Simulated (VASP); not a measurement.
Set up this calculation in VASP 6.6.1, as the native input.

```
Task                   : relaxation of cell and atoms
Functional             : PBE
Potentials or basis    : VASP PAW PBE potentials, release 64 (Bi_d, Se)
Cutoff                 : 600 eV
k mesh                 : 3 × 3 × 6
Occupations            : gaussian, width 0.1 eV
Spin                   : no spin polarisation
Dipole correction      : no
Further INCAR settings : ALGO = Normal; EDIFF = 1e-06; IBRION = 2; EDIFFG = -0.04; NSW = 90; ISIF = 3
```

The structure of Bi2Se3 lies in POSCAR:

```
Bi2Se3
1.0
    7.9198878152      0.0000000000      0.0000000000
   -3.9599439076      6.8588240431      0.0000000000
    0.0000000000      0.0000000000      3.1907963515
Bi Se
2 3
Direct
    0.3333333333      0.6666666667      0.5000000000
    0.6666666667      0.3333333333      0.5000000000
    0.2861750220      0.0000000000      0.5000000000
    0.0000000000      0.2861750220      0.5000000000
    0.7138249780      0.7138249780      0.5000000000
```

The cell was built from a structure type or drawn by symmetry, and may not be a known phase.

The input as run:

INCAR

```
ALGO = Normal
EDIFF = 1E-6
EDIFFG = -0.04
ENCUT = 600
GGA = PE
IBRION = 2
ISIF = 3
ISMEAR = 0
LASPH = True
LCHARG = False
LREAL = False
LWAVE = False
NELM = 80
NSW = 90
PREC = Accurate
SIGMA = 0.1
```

KPOINTS

```
k-points
0
Gamma
  3 3 6
```

Potentials or basis: VASP PAW PBE potentials, release 64 (Bi_d, Se).

The run is started by

```console
$ cat potpaw_PBE.64/Bi_d/POTCAR potpaw_PBE.64/Se/POTCAR > POTCAR
$ mpirun -np 1 vasp_std > vasp.out
```

It gave:

* Relaxed volume: 31.15 Å³/atom
* Relaxed cell: a = 7.450 Å, b = 7.450 Å, c = 3.240 Å, α = 90.00°, β = 90.00°, γ = 120.00°
* Space group after relaxing (to 0.1 Å): P-62m (No. 189)
* Energy gained by relaxing: 27.0 meV/atom
* Ionic steps: 20
* Pressure after relaxing: 0.1 GPa
* Largest force after relaxing: 0.007 eV/Å
* Band gap on the k mesh: zero (bands 24 and 25 overlap by 2.42 eV)

Caveat: spin-orbit coupling is left out, which moves the levels of the heavy elements.

Wall time 21 min on 1 thread of Intel Xeon 8259CL (shared host), peak memory 0.38 GiB.
